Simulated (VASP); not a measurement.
# HfH2 (I4/mmm) in VASP: a series of runs

Runs on HfH2. Level: LDA. Tasks: electric field gradients.

All numbers are computed with VASP 6.6.1; they aren't measurements. Logs are shortened: lines on timing, memory, paths and dates and some standing lists are left out, and cuts for length are marked.

### Step 1. The cell of the first run

The structure is tetragonal, space group I4/mmm (No. 139). The conventional cell has a = 3.478 Å, b = 3.478 Å, c = 4.317 Å, α = 90.00°, β = 90.00°, γ = 90.00°. Hf (site symmetry 4/mmm) has 8 H at 2.05 Å within 2.7 Å. H (site symmetry -4m2) has 4 Hf at 2.05 Å and 6 H at 2.16 to 2.46 Å within 2.7 Å.

### Step 2. Electric field gradients, LDA (zz strain of -1 %)

Input file INCAR:

```
SYSTEM = HfH2
  PREC = Accurate
  ENCUT = 520
  EDIFF = 1E-8
  ISMEAR = -1
  SIGMA = 0.03
  LREAL = .False.
  LASPH = .True.
  NELM = 100
  ALGO = Normal
  ISIF = 2
  LWAVE = .False.
  LCHARG = .False.
  LEFG = .True.
  NBANDS = 13
```

Input file KPOINTS:

```
Automatic mesh
0
Gamma
  12 12 12
  0 0 0
```

Input file POSCAR:

```
HfH2
1.0
   -1.7390000000      1.7390000000      2.1586950000
    1.7390000000     -1.7390000000      2.1586950000
    1.7390000000      1.7390000000     -2.1586950000
Hf H
1 2
Direct
    0.0000000000      0.0000000000      0.0000000000
    0.7500000000      0.2500000000      0.5000000000
    0.2500000000      0.7500000000      0.5000000000
```

Potentials or basis: VASP PAW LDA potentials, release 64 (Hf_pv, H).

Command:

```console
$ cat potpaw_LDA.64/Hf_pv/POTCAR potpaw_LDA.64/H/POTCAR > POTCAR
$ mpirun -np 1 vasp_std > vasp.out
```

OUTCAR:

```text
SYSTEM = HfH2
   PREC = Accurate
   ENCUT = 520
   EDIFF = 1E-8
   ISMEAR = -1
   LREAL = .False.
   LASPH = .True.
   NELM = 100
   ISIF = 2

 ion  position               nearest neighbor table
   1  0.000  0.000  0.000-   2 2.05   3 2.05   2 2.05   3 2.05   2 2.05   3 2.05   2 2.05   3 2.05

   2  0.750  0.250  0.500-   1 2.05   1 2.05   1 2.05   1 2.05
   3  0.250  0.750  0.500-   1 2.05   1 2.05   1 2.05   1 2.05

  LATTYP: Found a body centered tetragonal cell.
 ALAT       =     3.4780000000
 C/A-ratio  =     1.2413427257

  Lattice vectors:

 A1 = (  -1.7390000000,   1.7390000000,   2.1586950000)
 A2 = (   1.7390000000,  -1.7390000000,   2.1586950000)
 A3 = (   1.7390000000,   1.7390000000,  -2.1586950000)

Analysis of symmetry for initial positions (statically):
=====================================================================
 Subroutine PRICEL returns:
 Original cell was already a primitive cell.

 Routine SETGRP: Setting up the symmetry group for a
 body centered tetragonal supercell.

 Subroutine GETGRP returns: Found 16 space group operations
 (whereof 16 operations were pure point group operations)
 out of a pool of 16 trial point group operations.

The static configuration has the point symmetry D_4h.

Analysis of symmetry for dynamics (positions and initial velocities):
=====================================================================
 Subroutine PRICEL returns:
 Original cell was already a primitive cell.

 Routine SETGRP: Setting up the symmetry group for a
 body centered tetragonal supercell.

 Subroutine GETGRP returns: Found 16 space group operations
 (whereof 16 operations were pure point group operations)
 out of a pool of 16 trial point group operations.

The dynamic configuration has the point symmetry D_4h.

 Subroutine INISYM returns: Found 16 space group operations
 (whereof 16 operations are pure point group operations),
 and found     1 'primitive' translations

----------------------------------------------------------------------------------------

                                     Primitive cell

  volume of cell :      26.1126

[... 141 lines left out ...]
 fundamental gap:      0.0385506416
 Fermi energy:         5.2679613658

 k-point     1 :       0.0000    0.0000    0.0000
  band No.  band energies     occupation
      1     -25.4787      2.00000
      2     -25.4787      2.00000
      3     -25.4199      2.00000
      4      -5.9338      2.00000
      5       4.1701      2.00000
      6       4.7781      2.00000
      7       4.7781      2.00000
      8       5.6160      0.00002
      9       7.0493      0.00000
     10       8.4576      0.00000
     11      16.8513      0.00000
     12      16.9931      0.00000
     13      17.1724      0.00000
[... 354 lines left out ...]
  band No.  band energies     occupation
      1     -25.9343      2.00000
      2     -25.6197      2.00000
      3     -25.5238      2.00000
      4      -2.9227      2.00000
      5      -0.1549      2.00000
      6       3.9037      2.00000
      7       6.2473      0.00000
      8       8.2514      0.00000
      9       9.2743      0.00000
     10      11.7873      0.00000
     11      13.0016      0.00000
     12      14.8278      0.00000
     13      16.8704      0.00000

 [... further k-points ...]

------------------------ aborting loop because EDIFF is reached ----------------------------------------

  FORCE on cell =-STRESS in cart. coord.  units (eV):
  Direction    XX          YY          ZZ          XY          YZ          ZX
  --------------------------------------------------------------------------------------
  -------------------------------------------------------------------------------------
  Total       -1.1540228     -1.1540228     -1.2559388      0.0000000      0.0000000      0.0000000
  in kB      -70.8067265    -70.8067265    -77.0599332      0.0000000      0.0000000      0.0000000
  external PRESSURE =     -72.8911287 kB  Pullay stress =       0.0000000 kB

 VOLUME and BASIS-vectors are now :
 -----------------------------------------------------------------------------
  energy-cutoff  :      520.00
  volume of cell :       26.11
      direct lattice vectors                 reciprocal lattice vectors
    -1.739000000  1.739000000  2.158695000     0.000000000  0.287521564  0.231621419
     1.739000000 -1.739000000  2.158695000     0.287521564  0.000000000  0.231621419
     1.739000000  1.739000000 -2.158695000     0.287521564  0.287521564  0.000000000

 POSITION                                       TOTAL-FORCE (eV/Angst)
 -----------------------------------------------------------------------------------
      0.00000      0.00000      0.00000         0.000000     -0.000000     -0.000000
     -0.00000      1.73900      1.07935        -0.000000     -0.000000      0.000000
      1.73900     -0.00000      1.07935         0.000000      0.000000      0.000000
 -----------------------------------------------------------------------------------
    total drift:                                0.000000      0.000000      0.000000

  FREE ENERGIE OF THE ION-ELECTRON SYSTEM (eV)
  ---------------------------------------------------
  free  energy   TOTEN  =       -19.4694351822 eV

  energy  without entropy=      -19.4676964289  energy(sigma->0) =      -19.46856581

 Electric field gradients (V/A^2)
---------------------------------------------------------------------
 ion       V_xx      V_yy      V_zz      V_xy      V_xz      V_yz
---------------------------------------------------------------------
   1      14.116    14.116   -28.231     0.001     0.000     0.000
   2       0.085     0.085    -0.171     0.002     0.001     0.001
   3       0.085     0.085    -0.171     0.002     0.001     0.001
---------------------------------------------------------------------

 Electric field gradients after diagonalization (V/A^2)
 (convention: |V_zz| > |V_xx| > |V_yy|)
----------------------------------------------------------------------
 ion       V_xx      V_yy      V_zz     asymmetry (V_yy - V_xx)/ V_zz
----------------------------------------------------------------------
   1      14.116    14.115   -28.231       0.000
   2       0.087     0.084    -0.171       0.018
   3       0.087     0.084    -0.171       0.018
----------------------------------------------------------------------

           NMR quadrupolar parameters

 Cq : quadrupolar parameter    Cq=e*Q*V_zz/h
 eta: asymmetry parameters     (V_yy - V_xx)/ V_zz
 Q  : nuclear electric quadrupole moment in mb (millibarn)
----------------------------------------------------------------------
 ion       Cq(MHz)       eta       Q (mb)
----------------------------------------------------------------------
   1      -0.068       0.000       1.000
   2      -0.000       0.018       1.000
   3      -0.000       0.018       1.000
----------------------------------------------------------------------
```

OSZICAR:

```text
N       E                     dE             d eps       ncg     rms          rms(c)
DAV:   1     0.150705601961E+02    0.15071E+02   -0.65001E+03  4254   0.857E+02
DAV:   2    -0.198226051216E+02   -0.34893E+02   -0.33580E+02  5199   0.180E+02
DAV:   3    -0.206695863904E+02   -0.84698E+00   -0.84272E+00  5340   0.199E+01
DAV:   4    -0.206730515828E+02   -0.34652E-02   -0.34648E-02  4851   0.153E+00
DAV:   5    -0.206730743920E+02   -0.22809E-04   -0.22809E-04  5336   0.102E-01    0.482E+01
DAV:   6    -0.196972989622E+02    0.97578E+00   -0.62989E-01  4583   0.614E+00    0.305E+01
DAV:   7    -0.195110027466E+02    0.18630E+00   -0.84273E-01  4718   0.685E+00    0.523E+00
DAV:   8    -0.194715088793E+02    0.39494E-01   -0.15986E-01  4548   0.318E+00    0.205E+00
DAV:   9    -0.194695210873E+02    0.19878E-02   -0.99223E-03  5058   0.764E-01    0.561E-01
DAV:  10    -0.194694394062E+02    0.81681E-04   -0.11426E-03  5158   0.242E-01    0.188E-01
DAV:  11    -0.194694364644E+02    0.29418E-05   -0.23804E-05  5004   0.390E-02    0.802E-02
DAV:  12    -0.194694357991E+02    0.66534E-06   -0.91833E-07  5133   0.718E-03    0.418E-02
DAV:  13    -0.194694351776E+02    0.62148E-06   -0.15359E-06  4858   0.963E-03    0.657E-04
DAV:  14    -0.194694351822E+02   -0.45827E-08   -0.48368E-08  5175   0.185E-03
   1 F= -.19469435E+02 E0= -.19468566E+02  d E =-.173875E-02
```

stdout:

```text
POSCAR found type information on POSCAR HfH
 POSCAR found :  2 types and       3 ions
 scaLAPACK will be used
 LDA part: xc-table for (Slater(with rela. corr.)+CA(PZ))
 , standard interpolation
 POSCAR, INCAR and KPOINTS ok, starting setup
 FFT: planning ... GRIDC
 FFT: planning ... GRID_SOFT
 FFT: planning ... GRID
 WAVECAR not read
 entering main loop
ion   1

ion   2

ion   3
```

Wall time 16 s (1 thread of Intel Xeon Platinum 8559C (Emerald Rapids), shared host); peak memory 0.17 GiB.

What came out:

| Property | Result |
| --- | --- |
| Free energy | -19.4694 eV |
| Pressure | -7.3 GPa |
| Band gap on the k mesh | zero (band 6 reaches 5.94 eV, above the bottom of band 7 at 4.78 eV) |

Electric field gradients, principal values (V/Å²):
| atom | least | middle | greatest (by size) |
| --- | --- | --- | --- |
| 1 Hf | 14.115 | 14.116 | -28.231 |
| 2 H | 0.084 | 0.087 | -0.171 |
| 3 H | 0.084 | 0.087 | -0.171 |

Caveat: the cell differs from its parent crystal (zz strain of -1 %); without QUAD_EFG the Cq values of the log hold for a quadrupole moment of 1 mb, not for the nuclei; spin-orbit coupling is left out, which moves the levels of the heavy elements.

(Continued in part 2 of 3.)
